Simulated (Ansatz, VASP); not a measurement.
CsCl in VASP and in Ansatz

POSCAR

```
CsCl
1.0
    4.1406758780      0.0000000000      0.0000000000
    0.0000000000      4.1406758780      0.0000000000
    0.0000000000      0.0000000000      4.1406758780
Cs Cl
1 1
Direct
    0.0000000000      0.0000000000      0.0000000000
    0.5000000000      0.5000000000      0.5000000000
```

File INCAR.step1:

```
SYSTEM = CsCl
PREC     = Accurate       ! precision mode
ENCUT    = 400            ! plane-wave cutoff, eV
EDIFF    = 1E-5           ! SCF threshold, eV
ISMEAR   = 0              ! smearing method
SIGMA    = 0.01           ! smearing width, eV
LREAL    = .False.        ! projectors in reciprocal space
LASPH    = .True.         ! aspherical terms in the spheres
NELM     = 120            ! most SCF steps
ALGO     = Normal         ! electronic algorithm
ISIF     = 2              ! what is computed and relaxed
LWAVE    = .True.         ! write WAVECAR
LCHARG   = .False.        ! write CHGCAR
GGA      = PE             ! functional
NBANDS   = 15             ! bands
GGA_COMPAT= .False.
```

File INCAR.step2:

```
SYSTEM = CsCl
PREC     = Accurate       ! precision mode
ENCUT    = 400            ! plane-wave cutoff, eV
EDIFF    = 1E-6           ! SCF threshold, eV
ISMEAR   = 0              ! smearing method
SIGMA    = 0.01           ! smearing width, eV
LREAL    = .False.        ! projectors in reciprocal space
LASPH    = .True.         ! aspherical terms in the spheres
NELM     = 120            ! most SCF steps
ALGO     = Normal         ! electronic algorithm
ISIF     = 2              ! what is computed and relaxed
LWAVE    = .False.        ! write WAVECAR
LCHARG   = .False.        ! write CHGCAR
GGA      = PE             ! functional
LHFCALC  = .True.         ! exact exchange
AEXX     = 0.3            ! exact-exchange fraction
HFSCREEN = 0.3            ! screening, 1/A
PRECFOCK = Normal       
ISTART   = 1            
NBANDS   = 15             ! bands
GGA_COMPAT= .False.
```

The input KPOINTS:

```
regular mesh
0
Gamma
  4 4 4
  0 0 0
```

Input for Ansatz:

```yaml
crystal:
  lattice:
    - [4.140675878, 0.0, 0.0]
    - [0.0, 4.140675878, 0.0]
    - [0.0, 0.0, 4.140675878]
  atoms:
    - { symbol: Cs, position: [0.0, 0.0, 0.0] }
    - { symbol: Cl, position: [0.5, 0.5, 0.5] }
kpoints:
  mp_grid: { grid: [4, 4, 4] }
hamiltonian:
  xc: { exchange: pbe, correlation: pbe, exx: { coeff: 0.3, omega: 0.3 } }
scf:
  occupations: { method: fixed }
  n_extra_bands: 4
output:
  forces: true
  stress: true
  eigenvalues: true
```

Alike in both runs: task single point; functional PBE-based screened hybrid with a share of 0.3 of exact exchange and HFSCREEN = 0.3; k mesh 4 × 4 × 4; no spin polarisation.

|  | VASP | Ansatz |
| --- | --- | --- |
| version | VASP 6.6.1 | Ansatz 0.2.0 |
| potentials or method | VASP PAW PBE potentials, release 64 (Cs_sv, Cl) | plane waves |
| plane-wave cutoff (eV) | 400 | 420 |
| occupations | gaussian, width 0.01 eV | fixed |
| valence electrons in the cell | 16 | 16 |

|  | VASP | Ansatz | Ansatz less VASP |
| --- | --- | --- | --- |
| gap on the k mesh at the Fermi level (eV) | 6.49 | 6.50 | +0.013 |
| pressure (GPa) | 0.3 | 0.4 | +0.02 |

VASP's potentials were made for PBE, not for PBE-based screened hybrid. Ansatz's warnings: stress exchange threshold loose, stress scf threshold loose.

Spin-orbit coupling is off throughout.
